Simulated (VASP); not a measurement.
Runs of VASP 6.6.1 on Na. The structure is that of space group Im-3m (No. 229), or close to it. The cells are those of the table. 

```csv
task,cell,smearing,gap on the mesh (eV),pressure (GPa)
electric field gradients,"a = 3.705 Å, angles 110.3°, 1 atom",fermi-dirac 0.05 eV,none,-0.2
electric field gradients,"a = 3.680 Å, angles 109.7, 109.7, 108.9°, 1 atom",fermi-dirac 0.05 eV,none,-0.3
single point,"a = 3.595 Å, angles 110.3, 110.3, 107.8°, 1 atom",fermi-dirac 0.05 eV,none,0.3
electric field gradients,"a = 3.595 Å, angles 110.3, 110.3, 107.8°, 1 atom",fermi-dirac 0.05 eV,none,0.3
single point,"a = 3.705 Å, angles 110.3, 110.3, 107.9°, 1 atom",fermi-dirac 0.05 eV,none,-0.4
single point,"a = 3.668 Å, angles 109.5°, 1 atom",methfessel-paxton 0.15 eV,none,-0.2
single point,"a = 3.740 Å, angles 109.5°, 1 atom",fermi-dirac 0.05 eV,none,(a)
```

Alike in all rows: level PBE; potentials or basis VASP PAW PBE potentials, release 64 (Na_pv); no spin polarisation; k mesh 12 × 12 × 12; cutoff (eV) 520.

Estimate the missing entries.

(a) -0.6.

A gap of «none» marks levels without a gap at the run's occupations.
